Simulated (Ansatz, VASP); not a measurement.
## One calculation of PtSe2, two programs

Contents of INCAR:

```
SYSTEM = PtSe2
ALGO = Normal ; EDIFF = 1E-7
ENCUT = 520 ; GGA = PE
ISIF = 2 ; ISMEAR = 0
LASPH = .TRUE. ; LCHARG = .TRUE.
LELF = .TRUE. ; LREAL = .FALSE.
LVHAR = .TRUE. ; LWAVE = .FALSE.
NBANDS = 18 ; NELM = 100
PREC = Accurate ; SIGMA = 0.15
```

The input KPOINTS:

```
k-points
0
G
  12 12 10
  0 0 0
```

Contents of POSCAR:

```
PtSe2
1.0
    3.6681405955      0.0000000000      0.0000000000
   -1.8340702978      3.1767029404      0.0000000000
    0.0000000000      0.0000000000      4.9101400000
Pt Se
1 2
Direct
    0.0000000000      0.0000000000      0.0000000000
    0.3333333333      0.6666666667      0.2500000000
    0.6666666667      0.3333333333      0.7500000000
```

Input for Ansatz:

```yaml
crystal:
  lattice:
    - [3.6681405955, 0.0, 0.0]
    - [-1.8340702978, 3.1767029404, 0.0]
    - [0.0, 0.0, 4.91014]
  atoms:
    - { symbol: Pt, position: [0.0, 0.0, 0.0] }
    - { symbol: Se, position: [0.3333333333, 0.6666666667, 0.25] }
    - { symbol: Se, position: [0.6666666667, 0.3333333333, 0.75] }
basis:
  ecutwfc: 420
kpoints:
  mp_grid: { grid: [12, 12, 10] }
hamiltonian:
  xc: pbe
scf:
  occupations: { method: gaussian, width: 0.15 }
output:
  forces: true
  stress: true
  eigenvalues: true
```

Change from the starting cell: strain -0.015 along x and y, -0.030 along z, atoms carried along.

Alike in both runs: task single point; functional PBE; k mesh 12 × 12 × 10; occupations gaussian, width 0.15 eV; no spin polarisation.

|  | VASP | Ansatz |
| --- | --- | --- |
| version | VASP 6.6.1 | Ansatz 0.2.0 |
| potentials or method | VASP PAW PBE potentials, release 64 (Pt, Se), cutoff 520 eV | scalar-relativistic, plane waves, PAW |
| valence electrons in the cell | 22 | 50 |

VASP gave:

```
gap on the k mesh at the Fermi level (eV)                     : none
pressure (GPa)                                                : 16.9
traceless stress, the component that is largest in VASP (GPa) : -3.18
rms of the force components (eV/Å)                            : 0.681
```

**Question.** Estimate Ansatz's values.

**Answer.** gap on the k mesh at the Fermi level (eV): none; pressure (GPa): 16.8; traceless stress, the component that is largest in VASP (GPa): -3.16; rms of the force components (eV/Å): 0.676.

Atom by atom the forces differ by 0.005 eV/Å (rms over components). A gap of «none» marks a metal or a gap that the smearing closes. VASP's potentials hold 22 valence electrons a cell and Ansatz's 50, so a difference there can come from the potentials and not from the codes.

Neither program's run includes spin-orbit coupling.
